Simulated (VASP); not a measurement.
A run of VASP 6.6.1 is set up as follows.

File POSCAR:

```
Ru
1.0
    2.6974396414      0.0000000000      0.0000000000
   -1.3487198207      2.3360512546      0.0000000000
    0.0000000000      0.0000000000      4.3698522191
Ru
2
Direct
    0.2333333333      0.6166666667      0.1750000000
    0.7666666667      0.3833333333      0.8250000000
```

Contents of INCAR.step1:

```
SYSTEM = Ru
PREC     = Accurate       ! precision mode
ENCUT    = 520            ! plane-wave cutoff, eV
ISMEAR   = -1             ! smearing method
SIGMA    = 0.05           ! smearing width, eV
LREAL    = .False.        ! projectors in reciprocal space
LASPH    = .True.         ! aspherical terms in the spheres
NELM     = 80             ! most SCF steps
NBANDS   = 21             ! bands
GGA      = PE             ! functional
ALGO     = Normal         ! electronic algorithm
EDIFF    = 1E-4           ! SCF threshold, eV
LWAVE    = .True.         ! write WAVECAR
LCHARG   = .False.        ! write CHGCAR
```

File INCAR.step2:

```
SYSTEM = Ru
PREC     = Accurate       ! precision mode
ENCUT    = 520            ! plane-wave cutoff, eV
EDIFF    = 1E-7           ! SCF threshold, eV
ISMEAR   = -1             ! smearing method
SIGMA    = 0.05           ! smearing width, eV
LREAL    = .False.        ! projectors in reciprocal space
LASPH    = .True.         ! aspherical terms in the spheres
NELM     = 80             ! most SCF steps
ALGO     = Normal         ! electronic algorithm
ISIF     = 2              ! what is computed and relaxed
LWAVE    = .False.        ! write WAVECAR
LCHARG   = .False.        ! write CHGCAR
METAGGA  = R2SCAN         ! meta-GGA
LMIXTAU  = .True.       
NBANDS   = 21             ! bands
ISTART   = 1
```

The input KPOINTS:

```
Automatic mesh
0
Gamma
  13 13 7
  0 0 0
```

Potentials or basis: VASP PAW PBE potentials, release 64 (Ru_pv).

Run with:

```console
$ cat potpaw_PBE.64/Ru_pv/POTCAR > POTCAR
$ cp INCAR.step1 INCAR
$ mpirun -np 1 vasp_std > vasp.out
$ cp INCAR.step2 INCAR
$ mpirun -np 1 vasp_std > vasp.out
```

**Question.** Estimate the largest force.

**Answer.** 21.028 eV/Å.

**Question.** Estimate the band gap on the k mesh.

**Answer.** Zero (bands 14 and 15 overlap by 1.89 eV).

**Question.** What does it give for the pressure?

**Answer.** 106.8 GPa.

Forces on the atoms (eV/Å):
```
Ru    7.491   4.325  19.166
Ru   -7.491  -4.325 -19.166
```

Caveat: the cell differs from its parent crystal (shortest bond scaled by 0.7); atoms lie so close that the PAW spheres overlap strongly, which falsifies energies and pressures; the stress differs along the axes, from 58 to 152 GPa; the PAW data sets were made with another functional, which shifts forces and pressure a little.
